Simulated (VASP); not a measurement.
Here is a VASP 6.6.1 calculation.

File INCAR:

```
ALGO     = Normal         # electronic algorithm
EDIFF    = 1E-6           # SCF threshold, eV
ENCUT    = 600            # plane-wave cutoff, eV
GGA      = CA             # functional
GGA_COMPAT= False        
ISIF     = 2              # what is computed and relaxed
ISMEAR   = 0              # smearing method
LASPH    = True           # aspherical terms in the spheres
LCHARG   = True           # write CHGCAR
LELF     = True           # ELF
LREAL    = False          # projectors in reciprocal space
LVHAR    = True         
LWAVE    = False          # write WAVECAR
NBANDS   = 28             # bands
NELM     = 120            # most SCF steps
PREC     = Accurate       # precision mode
SIGMA    = 0.1            # smearing width, eV
```

KPOINTS

```
k-points
0
Gamma
  6 6 6
```

The input POSCAR:

```
BaTiO3
1.0
    3.9433016547      0.0000000000      0.0000000000
    0.0000000000      3.9433016547      0.0000000000
    0.0000000000      0.0000000000      3.9242327389
Ba Ti O
1 1 3
Direct
    0.0000000000      0.0000000000      0.0000000000
    0.5000000000      0.5000000000      0.5000000000
    0.5000000000      0.5000000000      0.0000000000
    0.5000000000      0.0000000000      0.5000000000
    0.0000000000      0.5000000000      0.5000000000
```

Potentials or basis: VASP PAW LDA potentials, release 64 (Ba_sv, Ti_sv, O).

Run with:

```sh
$ cat potpaw_LDA.64/Ba_sv/POTCAR potpaw_LDA.64/Ti_sv/POTCAR potpaw_LDA.64/O/POTCAR > POTCAR
$ mpirun -np 1 vasp_std > vasp.out
```

(1) Estimate the band gap on the k mesh.

(2) Estimate the pressure.

Results:

(1) 1.74 eV (least direct gap 1.82 eV).

(2) 2.0 GPa.

Caveat: spin-orbit coupling is left out, which moves the levels of the heavy elements.
